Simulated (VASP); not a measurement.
Mo, 2 atoms in the cell. The structure is hexagonal, space group P6_3/mmc (No. 194). Conventional cell: a = 2.771 Å, b = 2.771 Å, c = 4.918 Å, α = 90.00°, β = 90.00°, γ = 120.00°. Within 3.7 Å of Mo (site symmetry -6m2) lie 12 Mo at 2.77 to 2.93 Å. 

```yaml
Program: VASP 6.6.1
Task: single point
Functional: RPBE
Potentials_or_basis: VASP PAW PBE potentials, release 64 (Mo_sv)
Cutoff: 520 eV
k_mesh: 21 × 21 × 11
Occupations: fermi-dirac, width 0.1 eV
Spin: no spin polarisation
Dipole_correction: no
Further_INCAR_settings: ALGO = Normal; EDIFF = 1e-06; NBANDS = 21
```

Potentials or basis: VASP PAW PBE potentials, release 64 (Mo_sv).

Command:

```bash
$ cat potpaw_PBE.64/Mo_sv/POTCAR > POTCAR
$ mpirun -np 1 vasp_std > vasp.out
```

Hardware: 1 thread of Intel Xeon 6975P-C, with other jobs on the host.

How long does it take, and how much memory?

Run time: 120 s on 1 thread of Intel Xeon 6975P-C (shared host), peak memory 0.28 GiB. Counts: scf iterations 12, k points 288.
